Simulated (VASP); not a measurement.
# W (P6_3/mmc) in VASP: notebook

W is run at these levels: RPBE; tasks: single point.

Everything below comes from runs of VASP 6.6.1. Logs are shortened: lines on timing, memory, paths and dates and some standing lists are left out, and cuts for length are marked.

## (1) The cell of the first run

It takes space group P6_3/mmc (No. 194, hexagonal). Conventional cell: a = 2.825 Å, b = 2.825 Å, c = 5.040 Å, α = 90.00°, β = 90.00°, γ = 120.00°. Within 3.7 Å of W (site symmetry -6m2) lie 12 W at 2.82 to 3.00 Å.

## (2) Single point, RPBE (volume scaled by 1.04)

File INCAR:

```
SYSTEM = W
PREC = Accurate ; ENCUT = 520
EDIFF = 1E-7 ; ISMEAR = -1
SIGMA = 0.1 ; LREAL = .False.
LASPH = .True. ; NELM = 80
ALGO = Normal ; ISIF = 2
LWAVE = .False. ; LCHARG = .False.
GGA = RP ; NBANDS = 21
```

File KPOINTS:

```
Automatic mesh
0
Gamma
  15 15 7
  0 0 0
```

File POSCAR:

```
W
1.0
    2.8248220377      0.0000000000      0.0000000000
   -1.4124110189      2.4463676458      0.0000000000
    0.0000000000      0.0000000000      5.0399502807
W
2
Direct
    0.3333333333      0.6666666667      0.2500000000
    0.6666666667      0.3333333333      0.7500000000
```

Potentials or basis: VASP PAW PBE potentials, release 64 (W_sv).

The run is started by

```sh
$ cat potpaw_PBE.64/W_sv/POTCAR > POTCAR
$ mpirun -np 1 vasp_std > vasp.out
```

OUTCAR:

```text
SYSTEM = W
   PREC = Accurate
   ENCUT = 520
   EDIFF = 1E-7
   ISMEAR = -1
   LREAL = .False.
   LASPH = .True.
   NELM = 80
   ISIF = 2
   GGA = RP

 ion  position               nearest neighbor table
   1  0.333  0.667  0.250-   2 3.00   2 3.00   2 3.00   2 3.00   2 3.00   2 3.00
   2  0.667  0.333  0.750-   1 3.00   1 3.00   1 3.00   1 3.00   1 3.00   1 3.00

  LATTYP: Found a hexagonal cell.
 ALAT       =     2.8248220377
 C/A-ratio  =     1.7841655911

  Lattice vectors:

 A1 = (   2.8248220377,   0.0000000000,   0.0000000000)
 A2 = (  -1.4124110189,   2.4463676458,   0.0000000000)
 A3 = (   0.0000000000,   0.0000000000,   5.0399502807)

Analysis of symmetry for initial positions (statically):
=====================================================================
 Subroutine PRICEL returns:
 Original cell was already a primitive cell.

 Routine SETGRP: Setting up the symmetry group for a
 hexagonal supercell.

 Subroutine GETGRP returns: Found 24 space group operations
 (whereof 12 operations were pure point group operations)
 out of a pool of 24 trial point group operations.

The static configuration has the point symmetry D_3d.
 The point group associated with its full space group is D_6h.

Analysis of symmetry for dynamics (positions and initial velocities):
=====================================================================
 Subroutine PRICEL returns:
 Original cell was already a primitive cell.

 Routine SETGRP: Setting up the symmetry group for a
 hexagonal supercell.

 Subroutine GETGRP returns: Found 24 space group operations
 (whereof 12 operations were pure point group operations)
 out of a pool of 24 trial point group operations.

The dynamic configuration has the point symmetry D_3d.
 The point group associated with its full space group is D_6h.

 Subroutine INISYM returns: Found 24 space group operations
 (whereof 12 operations are pure point group operations),
 and found     1 'primitive' translations

----------------------------------------------------------------------------------------

                                     Primitive cell

  volume of cell :      34.8288

  direct lattice vectors                    reciprocal lattice vectors
     2.824822038  0.000000000  0.000000000     0.354004602  0.204384652  0.000000000
    -1.412411019  2.446367646  0.000000000     0.000000000  0.408769304  0.000000000
[... 75 lines left out ...]
 SYSTEM =  W
   PREC   = accura    normal or accurate (medium, high low for compatibility)
   ISTART =      0    job   : 0-new  1-cont  2-samecut
   ICHARG =      2    charge: 1-file 2-atom 10-const
   ISPIN  =      1    spin polarized calculation?
   LNONCOLLINEAR =      F non collinear calculations
   LSORBIT =      F    spin-orbit coupling
   LASPH  =      T    aspherical Exc in radial PAW
   ENCUT  =  520.0 eV  38.22 Ry    6.18 a.u.   5.25  5.25  9.37*2*pi/ulx,y,z
   NELM   =     80;   NELMIN=  2; NELMDL= -5     # of ELM steps
   EDIFF  = 0.1E-06   stopping-criterion for ELM
   LREAL  =      F    real-space projection
   EDIFFG = 0.1E-05   stopping-criterion for IOM
   NSW    =      0    number of steps for IOM
   IBRION =     -1    ionic relax: 0-MD 1-quasi-New 2-CG
   NFREE  =      0    steps in history (QN), initial steepest desc. (CG)
   ISIF   =      2    stress and relaxation
   ISYM   =      2    0-nonsym 1-usesym 2-fastsym
   POTIM  = 0.5000    time-step for ionic-motion
   TEBEG  =    0.0;   TEEND  =   0.0 temperature during run
   PSTRESS=    0.0 pullay stress
   NELECT =      28.0000    total number of electrons
   NUPDOWN=      -1.0000    fix difference up-down
   EMIN   =  10.00;   EMAX   =-10.00  energy-range for DOS
   EFERMI =   0.00;   METHOD = LEGACY
   ISMEAR =    -1;   SIGMA  =   0.10  broadening in eV -4-tet -1-fermi 0-gaus
   EFERMI_NEDOS =   21; number of points for ismear=-14 and -15
   IALGO  =     38    algorithm
   IMIX   =      4    mixing-type and parameters
     AMIX     =   0.40;   BMIX     =  1.00
     AMIX_MAG =   1.60;   BMIX_MAG =  1.00
  volume/ion in A,a.u.               =      17.41       117.52
  Fermi-wavevector in a.u.,A,eV,Ry     =   1.522233  2.876603 31.527332  2.317194
  Thomas-Fermi vector in A             =   2.630840
   LORBIT       =      0    0 simple, 1 ext, 2 COOP (PROOUT), +10 PAW based schemes
   GGA     = RP    functional components
   LHFCALC =     F    Hartree Fock is set to
   AEXX    =    0.0000 exact exchange contribution
   IVDW    =     0    specifies the selected vdW correction
   LEPSILON=     F    determine dielectric tensor
   LRPA    =     F    only Hartree local field effects (RPA)
 non-spin polarized calculation
  energy-cutoff  :      520.00
  volume of cell :       34.83
 maximum number of plane-waves:       951
 NGX is ok and might be reduce to    24
   NGX = 11   NGY = 11   NGZ = 19

 number of electron      27.9999999 magnetization

 Free energy of the ion-electron system (eV)
  ---------------------------------------------------
  ext. energy  EPLUGINS =         0.00000000
  ---------------------------------------------------
  free energy    TOTEN  =       -23.80526339 eV

  energy without entropy =      -23.73189716  energy(sigma->0) =      -23.76858028

 E-fermi :   9.8740     XC(G=0): -13.0426

 val. band max:        9.8672573654   @ k =   0.0667   0.0000   0.1429
 cond. band min:       9.8833214786   @ k =   0.0667   0.0000   0.0000
 fundamental gap:      0.0160641132
 Fermi energy:         9.8740049959

 k-point     1 :       0.0000    0.0000    0.0000
  band No.  band energies     occupation
      1     -64.0366      2.00000
      2     -63.9834      2.00000
      3     -28.6338      2.00000
      4     -27.8998      2.00000
      5     -27.7073      2.00000
      6     -27.7073      2.00000
[... 565 lines left out ...]
     20      17.5491      0.00000
     21      18.6621      0.00000

 [... further k-points ...]
[... 5 lines left out ...]
  --------------------------------------------------------------------------------------
  -------------------------------------------------------------------------------------
  Total       -2.1727565     -2.1727565     -1.8275516      0.0000000     -0.0000000     -0.0000000
  in kB      -99.9499476    -99.9499476    -84.0700207      0.0000000     -0.0000000     -0.0000000
  external PRESSURE =     -94.6566386 kB  Pullay stress =       0.0000000 kB

 VOLUME and BASIS-vectors are now :
 -----------------------------------------------------------------------------
  energy-cutoff  :      520.00
  volume of cell :       34.83
      direct lattice vectors                 reciprocal lattice vectors
     2.824822038  0.000000000  0.000000000     0.354004602  0.204384652  0.000000000
    -1.412411019  2.446367646  0.000000000     0.000000000  0.408769304  0.000000000
     0.000000000  0.000000000  5.039950281     0.000000000  0.000000000  0.198414656

 POSITION                                       TOTAL-FORCE (eV/Angst)
 -----------------------------------------------------------------------------------
     -0.00000      1.63091      1.25999         0.000000     -0.000000      0.000000
      1.41241      0.81546      3.77996        -0.000000      0.000000      0.000000
 -----------------------------------------------------------------------------------
    total drift:                               -0.000000      0.000000     -0.000000

  FREE ENERGIE OF THE ION-ELECTRON SYSTEM (eV)
  ---------------------------------------------------
  free  energy   TOTEN  =       -23.8052633908 eV

  energy  without entropy=      -23.7318971614  energy(sigma->0) =      -23.76858028
```

OSZICAR:

```text
N       E                     dE             d eps       ncg     rms          rms(c)
DAV:   1     0.296202008794E+03    0.29620E+03   -0.17275E+04  4557   0.155E+03
DAV:   2    -0.153259338902E+02   -0.31153E+03   -0.30415E+03  4996   0.463E+02
DAV:   3    -0.249531442413E+02   -0.96272E+01   -0.94034E+01  5229   0.817E+01
DAV:   4    -0.250549620837E+02   -0.10182E+00   -0.10170E+00  4881   0.885E+00
DAV:   5    -0.250560539119E+02   -0.10918E-02   -0.10918E-02  5072   0.955E-01    0.239E+01
DAV:   6    -0.240511460207E+02    0.10049E+01   -0.13553E+00  4876   0.110E+01    0.890E+00
DAV:   7    -0.238131562038E+02    0.23799E+00   -0.64865E-01  5096   0.699E+00    0.853E-01
DAV:   8    -0.238053413986E+02    0.78148E-02   -0.12209E-02  4691   0.105E+00    0.132E-01
DAV:   9    -0.238052656853E+02    0.75713E-04   -0.58050E-04  5257   0.212E-01    0.655E-02
DAV:  10    -0.238052659027E+02   -0.21738E-06   -0.31296E-05  4761   0.518E-02    0.819E-03
DAV:  11    -0.238052650161E+02    0.88657E-06   -0.72556E-06  4901   0.247E-02    0.792E-03
DAV:  12    -0.238052633342E+02    0.16820E-05   -0.26403E-07  3927   0.488E-03    0.108E-03
DAV:  13    -0.238052634518E+02   -0.11761E-06   -0.14658E-08  2478   0.142E-03    0.271E-04
DAV:  14    -0.238052633908E+02    0.61018E-07   -0.34576E-09  2348   0.681E-04
   1 F= -.23805263E+02 E0= -.23768580E+02  d E =-.733662E-01
```

Wall time 25 s (1 thread of Intel Xeon 6975P-C (Granite Rapids), shared host); peak memory 0.19 GiB.

What came out:

```yaml
Free_energy: -23.8053 eV
Pressure: -9.5 GPa
Band_gap_on_the_k_mesh: zero (band 14 reaches 11.06 eV, above the bottom of band 15 at 9.54 eV)
```

Stress tensor (GPa, compression positive):
```
-9.99  0.00  0.00
 0.00 -9.99  0.00
 0.00  0.00 -8.41
```

Caveat: the PAW data sets were made with another functional, which shifts forces and pressure a little; spin-orbit coupling is left out, which moves the levels of the heavy elements.

## (3) Single point, RPBE (volume scaled by 1.08)

File INCAR:

```
ALGO = Normal
EDIFF = 1E-6
ENCUT = 520
GGA = RP
ISIF = 2
ISMEAR = -1
LASPH = T
LCHARG = F
LREAL = F
LWAVE = F
NBANDS = 21
NELM = 100
PREC = Accurate
SIGMA = 0.1
```

File KPOINTS:

```
k-points
0
Gamma
  15 15 7
```

File POSCAR:

```
W
1.0
    2.8605830750      0.0000000000      0.0000000000
   -1.4302915375      2.4773376126      0.0000000000
    0.0000000000      0.0000000000      5.1037538930
W
2
Direct
    0.3333333333      0.6666666667      0.2500000000
    0.6666666667      0.3333333333      0.7500000000
```

Potentials or basis: VASP PAW PBE potentials, release 64 (W_sv).

The run is started by

```sh
$ cat potpaw_PBE.64/W_sv/POTCAR > POTCAR
$ mpirun -np 1 vasp_std > vasp.out
```

Wall time 25 s (1 thread of Intel Xeon 6975P-C (Granite Rapids), shared host); peak memory 0.19 GiB.

Results (log left out):

- Free energy: -23.6919 eV
- Pressure: -17.5 GPa
- Band gap on the k mesh: zero (band 14 reaches 10.53 eV, above the bottom of band 15 at 9.07 eV)

Stress tensor (GPa, compression positive):
```
-18.63   0.00   0.00
  0.00 -18.63   0.00
  0.00   0.00 -15.36
```

Levels at points of the mesh, in eV from the Fermi level:
| k point | band 10 | band 11 | band 12 | band 13 | band 14 | band 15 | band 16 | band 17 | band 18 | band 19 |
| --- | --- | --- | --- | --- | --- | --- | --- | --- | --- | --- |
| (0.00, 0.00, 0.00) | -5.44 | -1.47 | -0.48 | -0.32 | -0.32 | 0.17 | 0.17 | 1.82 | 1.82 | 3.78 |

Caveat: the PAW data sets were made with another functional, which shifts forces and pressure a little; spin-orbit coupling is left out, which moves the levels of the heavy elements.
